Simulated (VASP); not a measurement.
# As: relaxation of cell and atoms with PBE

As:

```
CELL_PARAMETERS angstrom
3.59835 0.00000 0.00000
-1.79918 3.11627 0.00000
0.00000 0.00000 2.23098
ATOMIC_POSITIONS crystal
As 0.00000 0.00000 0.00000
As 0.33333 0.66667 0.50000
As 0.66667 0.33333 0.50000
```

```yaml
Program: VASP 6.6.1
Task: relaxation of cell and atoms
Functional: PBE
Potentials_or_basis: VASP PAW PBE potentials, release 64 (As)
Cutoff: 600 eV
k_mesh: 10 × 10 × 14
Occupations: fermi-dirac, width 0.1 eV
Spin: no spin polarisation
Target_pressure: 410 GPa
Dipole_correction: no
Further_INCAR_settings: ALGO = Normal; EDIFF = 1e-06; IBRION = 2; EDIFFG = -0.005; NSW = 60; ISIF = 3
```

```yaml
Relaxed_volume: 8.43 Å³/atom
Relaxed_cell: a = 3.660 Å, b = 3.660 Å, c = 2.181 Å, α = 90.00°, β = 90.00°, γ = 120.00°
Space_group_after_relaxing_to_0.05_Å: P6/mmm (No. 191)
Energy_change_on_relaxing_the_enthalpy_is_what_falls: -285.4 meV/atom
Ionic_steps: 13
Pressure_after_relaxing: 410.0 GPa
```

Stress tensor (GPa, compression positive):
```
409.96   0.00   0.00
  0.00 409.96   0.00
  0.00   0.00 410.05
```

The path:
```tsv
step	energy change (eV)	largest force (eV/Å)	pressure (GPa)	volume (Å³)
1	0.0000	0.0000	427.80	25.02
2	-7.0735	0.0000	275.03	28.40
3	-1.6485	0.0000	392.06	25.63
4	1.9685	0.0000	467.05	24.54
5	-1.1953	0.0000	402.46	25.44
6	-1.2266	0.0000	401.76	25.45
7	1.5212	0.0000	463.39	24.44
8	-0.8608	0.0000	409.89	25.31
9	-0.8527	0.0000	410.06	25.30
10	-0.8452	0.0000	410.23	25.30
11	-0.9097	0.0000	408.79	25.32
12	-0.8544	0.0000	410.02	25.30
13	-0.8562	0.0000	409.99	25.30
```

Final structure:
```yaml
crystal:
  lattice:
    - [3.66015, 0.00000, 0.00000]
    - [-1.83008, 3.16978, 0.00000]
    - [0.00000, 0.00000, 2.18103]
  atoms:
    - { symbol: As, position: [0.00000, 0.00000, 0.00000] }
    - { symbol: As, position: [0.33333, 0.66667, 0.50000] }
    - { symbol: As, position: [0.66667, 0.33333, 0.50000] }
```

Levels at points of the mesh, in eV from the Fermi level:
```tsv
k point	band 6	band 7	band 8	band 9	band 10	band 11
(0.00, 0.00, 0.00)	-10.60	-10.57	3.55	8.33	15.92	15.92
(0.50, 0.00, 0.00)	0.38	0.49	0.61	5.31	7.69	7.74
(0.00, 0.00, 0.50)	-4.37	-3.10	-3.10	-2.13	-2.13	-1.87
(0.50, 0.00, 0.50)	-6.92	-6.59	-5.21	5.85	5.91	6.77
```

Run time: 98 s on 1 thread of Intel(R) Xeon(R) Platinum 8559C (Emerald Rapids), with other jobs on the host, peak memory 0.18 GiB.

Caveat: the cell is relaxed towards a set pressure, so the enthalpy falls and the energy may rise; the bands computed are all filled at some k points, so no gap is given.
